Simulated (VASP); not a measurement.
Crystal: AlAu.

```
Al Au
1.0
     3.22394    0.00000    0.00000
     0.00000    3.22394    0.00000
     0.00000    0.00000    3.22394
Al Au
1 1
Direct
  0.00000 0.00000 0.00000
  0.50000 0.50000 0.50000
```

| Quantity | Value |
| --- | --- |
| Program | VASP 6.6.1 |
| Task | relaxation of volume and atoms at fixed shape |
| Functional | LDA |
| Potentials or basis | VASP PAW LDA potentials, release 64 (Al, Au) |
| Cutoff | 600 eV |
| k mesh | 7 × 7 × 7 |
| Occupations | methfessel-paxton, width 0.05 eV |
| Spin | no spin polarisation |

At the start: pressure -8.7 GPa; volume 16.75 Å³/atom.

Q: How do energy, volume and symmetry change on relaxing?

A: Over 3 steps the energy falls by 32.5 meV/atom and the volume is 15.65 Å³/atom (-6.6 %); space group Pm-3m (No. 221, to 0.05 Å).

The path:
```tsv
step	energy change (eV)	largest force (eV/Å)	pressure (GPa)	volume (Å³)
1	0.0000	0.0000	-8.66	33.51
2	0.0001	0.0000	11.33	29.30
3	-0.0651	0.0000	-0.08	31.29
```

Final structure:
```
Al Au
1.0
     3.15119    0.00000    0.00000
     0.00000    3.15119    0.00000
     0.00000    0.00000    3.15119
Al Au
1 1
Direct
  0.00000 0.00000 0.00000
  0.50000 0.50000 0.50000
```
